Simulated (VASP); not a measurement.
# TePb (rocksalt type) (Fm-3m) in VASP: relaxation of cell and atoms with PBE

Aim: the relaxation of cell and atoms of TePb (rocksalt type) with PBE.

All numbers are computed with VASP 6.6.1; they aren't measurements. Logs are shortened: lines on timing, memory, paths and dates and some standing lists are left out, and cuts for length are marked.

## Step 1: The cell of the first run

It takes space group Fm-3m (No. 225, cubic). Conventional cell: a = 6.245 Å, b = 6.245 Å, c = 6.245 Å, α = 90.00°, β = 90.00°, γ = 90.00°. Within 4.1 Å of Pb (site symmetry m-3m) lie 6 Te at 3.12 Å. Te (site symmetry m-3m) has 6 Pb at 3.12 Å within 4.1 Å.

## Step 2: Relaxation of cell and atoms, PBE, target pressure 8.2 GPa, at which the enthalpy is minimised

File INCAR:

```
SYSTEM = TePb
ALGO = Normal
EDIFF = 1E-6
EDIFFG = -0.005
ENCUT = 600
GGA = PE
IBRION = 2
ISIF = 3
ISMEAR = -1
LASPH = .True.
LCHARG = .False.
LREAL = .False.
LWAVE = .False.
NELM = 100
NSW = 60
PREC = Accurate
PSTRESS = 82.0
SIGMA = 0.1
```

File KPOINTS:

```
k-points
0
Gamma
  11 11 11
  0 0 0
```

File POSCAR:

```
TePb
1.0
    0.0000000000      3.1226151835      3.1226151835
    3.1226151835      0.0000000000      3.1226151835
    3.1226151835      3.1226151835      0.0000000000
Pb Te
1 1
Direct
    0.0000000000      0.0000000000      0.0000000000
    0.5000000000      0.5000000000      0.5000000000
```

Potentials or basis: VASP PAW PBE potentials, release 64 (Pb_d, Te).

Run with:

```bash
$ cat potpaw_PBE.64/Pb_d/POTCAR potpaw_PBE.64/Te/POTCAR > POTCAR
$ mpirun -np 1 vasp_std > vasp.out
```

OUTCAR:

```text
SYSTEM = TePb
   EDIFF = 1E-6
   EDIFFG = -0.005
   ENCUT = 600
   GGA = PE
   IBRION = 2
   ISIF = 3
   ISMEAR = -1
   LASPH = .True.
   LREAL = .False.
   NELM = 100
   NSW = 60
   PREC = Accurate
   PSTRESS = 82.0

 ion  position               nearest neighbor table
   1  0.000  0.000  0.000-   2 3.12   2 3.12   2 3.12   2 3.12   2 3.12   2 3.12
   2  0.500  0.500  0.500-   1 3.12   1 3.12   1 3.12   1 3.12   1 3.12   1 3.12

  LATTYP: Found a face centered cubic cell.
 ALAT       =     6.2452303670

  Lattice vectors:

 A1 = (   0.0000000000,   3.1226151835,   3.1226151835)
 A2 = (   3.1226151835,   0.0000000000,   3.1226151835)
 A3 = (   3.1226151835,   3.1226151835,   0.0000000000)

Analysis of symmetry for initial positions (statically):
=====================================================================
 Subroutine PRICEL returns:
 Original cell was already a primitive cell.

 Routine SETGRP: Setting up the symmetry group for a
 face centered cubic supercell.

 Subroutine GETGRP returns: Found 48 space group operations
 (whereof 48 operations were pure point group operations)
 out of a pool of 48 trial point group operations.

The static configuration has the point symmetry O_h .

Analysis of symmetry for dynamics (positions and initial velocities):
=====================================================================
 Subroutine PRICEL returns:
 Original cell was already a primitive cell.

 Routine SETGRP: Setting up the symmetry group for a
 face centered cubic supercell.

 Subroutine GETGRP returns: Found 48 space group operations
 (whereof 48 operations were pure point group operations)
 out of a pool of 48 trial point group operations.

The dynamic configuration has the point symmetry O_h .

 Subroutine INISYM returns: Found 48 space group operations
 (whereof 48 operations are pure point group operations),
 and found     1 'primitive' translations

----------------------------------------------------------------------------------------

                                     Primitive cell

  volume of cell :      60.8955

  direct lattice vectors                    reciprocal lattice vectors
     0.000000000  3.122615183  3.122615183    -0.160122196  0.160122196  0.160122196
     3.122615183  0.000000000  3.122615183     0.160122196 -0.160122196  0.160122196
     3.122615183  3.122615183  0.000000000     0.160122196  0.160122196 -0.160122196

  length of vectors
     4.416044743  4.416044743  4.416044743     0.277339779  0.277339779  0.277339779

  position of ions in fractional coordinates (direct lattice)
     0.000000000  0.000000000  0.000000000
     0.500000000  0.500000000  0.500000000

  ion indices of the primitive-cell ions
   primitive index   ion index
                 1           1
                 2           2

----------------------------------------------------------------------------------------

 KPOINTS: k-points

Automatic generation of k-mesh.
 Grid dimensions read from file:
 generate k-points for:   11   11   11

 Generating k-lattice:

  Cartesian coordinates                     Fractional coordinates (reciprocal lattice)
    -0.014556563  0.014556563  0.014556563     0.090909091  0.000000000  0.000000000
     0.014556563 -0.014556563  0.014556563     0.000000000  0.090909091  0.000000000
     0.014556563  0.014556563 -0.014556563     0.000000000  0.000000000  0.090909091

  Length of vectors
     0.025212707  0.025212707  0.025212707

  Shift w.r.t. Gamma in fractional coordinates (k-lattice)
     0.000000000  0.000000000  0.000000000

 Subroutine IBZKPT returns following result:
 ===========================================

 Found     56 irreducible k-points:

 Following reciprocal coordinates:
            Coordinates               Weight
  0.000000  0.000000  0.000000      1.000000
  0.090909  0.000000  0.000000      8.000000
  0.181818  0.000000  0.000000      8.000000
  0.272727  0.000000  0.000000      8.000000
  0.363636  0.000000  0.000000      8.000000
  0.454545  0.000000  0.000000      8.000000
[... 16 lines left out ...]
 -0.272727  0.181818  0.000000     24.000000
 -0.181818  0.181818  0.000000     12.000000
 [... further k-points ...]
   k-points           NKPTS =     56   k-points in BZ     NKDIM =     56   number of bands    NBANDS=     14
   number of dos      NEDOS =    301   number of ions     NIONS =      2
   total plane-waves  NPLWV =  46656
   dimension x,y,z NGX =    36 NGY =   36 NGZ =   36
   dimension x,y,z NGXF=    72 NGYF=   72 NGZF=   72
   ions per type =               1   1
   NGX,Y,Z   is equivalent  to a cutoff of  13.55, 13.55, 13.55 a.u.
   NGXF,Y,Z  is equivalent  to a cutoff of  27.11, 27.11, 27.11 a.u.
 SYSTEM =  TePb
   PREC   = accura    normal or accurate (medium, high low for compatibility)
   ISTART =      0    job   : 0-new  1-cont  2-samecut
   ICHARG =      2    charge: 1-file 2-atom 10-const
   ISPIN  =      1    spin polarized calculation?
   LNONCOLLINEAR =      F non collinear calculations
   LSORBIT =      F    spin-orbit coupling
   LASPH  =      T    aspherical Exc in radial PAW
   ENCUT  =  600.0 eV  44.10 Ry    6.64 a.u.   8.82  8.82  8.82*2*pi/ulx,y,z
   NELM   =    100;   NELMIN=  2; NELMDL= -5     # of ELM steps
   EDIFF  = 0.1E-05   stopping-criterion for ELM
   LREAL  =      F    real-space projection
   EDIFFG = -.5E-02   stopping-criterion for IOM
   NSW    =     60    number of steps for IOM
   IBRION =      2    ionic relax: 0-MD 1-quasi-New 2-CG
   NFREE  =      1    steps in history (QN), initial steepest desc. (CG)
   ISIF   =      3    stress and relaxation
   ISYM   =      2    0-nonsym 1-usesym 2-fastsym
   POTIM  = 0.5000    time-step for ionic-motion
   TEBEG  =    0.0;   TEEND  =   0.0 temperature during run
   PSTRESS=   82.0 pullay stress
   NELECT =      20.0000    total number of electrons
   NUPDOWN=      -1.0000    fix difference up-down
   EMIN   =  10.00;   EMAX   =-10.00  energy-range for DOS
   EFERMI =   0.00;   METHOD = LEGACY
   ISMEAR =    -1;   SIGMA  =   0.10  broadening in eV -4-tet -1-fermi 0-gaus
   EFERMI_NEDOS =   21; number of points for ismear=-14 and -15
   IALGO  =     38    algorithm
   IMIX   =      4    mixing-type and parameters
     AMIX     =   0.40;   BMIX     =  1.00
     AMIX_MAG =   1.60;   BMIX_MAG =  1.00
  volume/ion in A,a.u.               =      30.45       205.47
  Fermi-wavevector in a.u.,A,eV,Ry     =   1.129509  2.134463 17.358185  1.275791
  Thomas-Fermi vector in A             =   2.266203
   LORBIT       =      0    0 simple, 1 ext, 2 COOP (PROOUT), +10 PAW based schemes
   GGA     = PE    functional components
   LHFCALC =     F    Hartree Fock is set to
   AEXX    =    0.0000 exact exchange contribution
   IVDW    =     0    specifies the selected vdW correction
   LEPSILON=     F    determine dielectric tensor
   LRPA    =     F    only Hartree local field effects (RPA)
 conjugate gradient relaxation of ions
 non-spin polarized calculation
  energy-cutoff  :      600.00
  volume of cell :       60.90
 maximum number of plane-waves:      2085
   NGX = 17   NGY = 17   NGZ = 17

 number of electron      20.0000001 magnetization

 Free energy of the ion-electron system (eV)
  ---------------------------------------------------
  ext. energy  EPLUGINS =         0.00000000
  ---------------------------------------------------
  free energy    TOTEN  =        -7.30045190 eV

  energy without entropy =       -7.29954620  energy(sigma->0) =       -7.29999905

 E-fermi :   7.3419     XC(G=0):  -9.7698

 val. band max:        6.9984492550   @ k =   0.4545   0.0000   0.0000
 cond. band min:       7.6480339813   @ k =   0.4545   0.0000   0.0000
 fundamental gap:      0.6495847263
 Fermi energy:         7.3418916486

 k-point     1 :       0.0000    0.0000    0.0000
  band No.  band energies     occupation
      1      -9.9040      2.00000
      2      -9.9040      2.00000
      3      -9.8858      2.00000
      4      -9.8858      2.00000
      5      -9.8858      2.00000
      6      -5.9094      2.00000
      7       1.7122      2.00000
      8       5.2630      2.00000
      9       5.2630      2.00000
     10       5.2630      2.00000
     11      11.2011      0.00000
     12      11.2011      0.00000
     13      11.2011      0.00000
     14      12.5658      0.00000

 k-point     2 :       0.0909    0.0000    0.0000
  band No.  band energies     occupation
      1      -9.9056      2.00000
      2      -9.9056      2.00000
      3      -9.8855      2.00000
      4      -9.8841      2.00000
      5      -9.8841      2.00000
      6      -5.8276      2.00000
      7       1.3584      2.00000
      8       5.2872      2.00000
      9       5.2872      2.00000
     10       5.4931      2.00000
     11      10.6765      0.00000
     12      10.7898      0.00000
     13      10.7898      0.00000
     14      12.4221      0.00000

 k-point     3 :       0.1818    0.0000    0.0000
  band No.  band energies     occupation
      1      -9.9105      2.00000
      2      -9.9105      2.00000
      3      -9.8850      2.00000
      4      -9.8789      2.00000
      5      -9.8789      2.00000
      6      -5.5859      2.00000
      7       0.5354      2.00000
      8       5.3621      2.00000
      9       5.3621      2.00000
     10       5.9506      2.00000
     11       9.7424      0.00000
     12       9.9718      0.00000
     13       9.9718      0.00000
     14      12.4479      0.00000
[... 324 lines left out ...]
 k-point    23 :      -0.2727    0.1818    0.0000
  band No.  band energies     occupation
      1      -9.9298      2.00000
      2      -9.9236      2.00000
      3      -9.8798      2.00000
      4      -9.8675      2.00000
      5      -9.8665      2.00000
      6      -4.6227      2.00000
      7      -1.1326      2.00000
      8       3.6725      2.00000
      9       5.7885      2.00000
     10       6.5472      1.99929
     11       8.3447      0.00009
     12       8.4078      0.00005
     13      11.3222      0.00000
     14      13.4601      0.00000

 k-point    24 :      -0.1818    0.1818    0.0000
  band No.  band energies     occupation
      1      -9.9213      2.00000
      2      -9.9188      2.00000
      3      -9.8829      2.00000
      4      -9.8736      2.00000
      5      -9.8687      2.00000
      6      -5.0680      2.00000
      7      -0.4606      2.00000
      8       4.0362      2.00000
      9       5.9490      2.00000
     10       6.8489      1.98564
     11       8.2448      0.00024
     12       8.4886      0.00002
     13      11.1880      0.00000
     14      13.0446      0.00000

 [... further k-points ...]

------------------------ aborting loop because EDIFF is reached ----------------------------------------

  FORCE on cell =-STRESS in cart. coord.  units (eV):
  Direction    XX          YY          ZZ          XY          YZ          ZX
  --------------------------------------------------------------------------------------
  -------------------------------------------------------------------------------------
  Total        3.1113138      3.1113138      3.1113138      0.0000000      0.0000000      0.0000000
  in kB       81.8594849     81.8594849     81.8594849      0.0000000      0.0000000      0.0000000
  external PRESSURE =      -0.1405151 kB  Pullay stress =      82.0000000 kB

 VOLUME and BASIS-vectors are now :
 -----------------------------------------------------------------------------
  energy-cutoff  :      600.00
  volume of cell :       60.90
      direct lattice vectors                 reciprocal lattice vectors
     0.000000000  3.122615183  3.122615183    -0.160122196  0.160122196  0.160122196
     3.122615183  0.000000000  3.122615183     0.160122196 -0.160122196  0.160122196
     3.122615183  3.122615183  0.000000000     0.160122196  0.160122196 -0.160122196

 POSITION                                       TOTAL-FORCE (eV/Angst)
 -----------------------------------------------------------------------------------
      0.00000      0.00000      0.00000        -0.000000     -0.000000     -0.000000
      3.12262      3.12262      3.12262         0.000000      0.000000      0.000000
 -----------------------------------------------------------------------------------
    total drift:                               -0.000000      0.000000      0.000000

  FREE ENERGIE OF THE ION-ELECTRON SYSTEM (eV)
  ---------------------------------------------------
  free  energy   TOTEN  =        -7.3004518969 eV

  energy  without entropy=       -7.2995462048  energy(sigma->0) =       -7.29999905

  enthalpy is  TOTEN    =        -4.1837973525 eV   P V=        3.1166545444

 reached required accuracy - stopping structural energy minimisation
```

Run time: 82 s. Hardware: 1 thread of Intel Xeon 8259CL, shared host; peak memory 0.24 GiB.

What came out:

| Item | Value |
| --- | --- |
| Free energy | -7.3005 eV |
| Pressure after relaxing | 8.2 GPa |

Final structure:
```cif
data_structure
_symmetry_space_group_name_H-M 'P 1'
_symmetry_Int_Tables_number 1
_cell_length_a 4.4160
_cell_length_b 4.4160
_cell_length_c 4.4160
_cell_angle_alpha 60.000
_cell_angle_beta 60.000
_cell_angle_gamma 60.000
_cell_volume 60.90
loop_
_atom_site_label
_atom_site_type_symbol
_atom_site_fract_x
_atom_site_fract_y
_atom_site_fract_z
_atom_site_occupancy
Pb1 Pb 0.00000 0.00000 0.00000 1
Te1 Te 0.50000 0.50000 0.50000 1
```

Caveat: the relaxation stopped at its first step, so nothing moved; this odd mesh misses L, so gap, dielectric constants and Born charges aren't listed; the cell is relaxed towards a set pressure, so the run minimises the enthalpy, not the energy; spin-orbit coupling is left out, which moves the levels of the heavy elements.
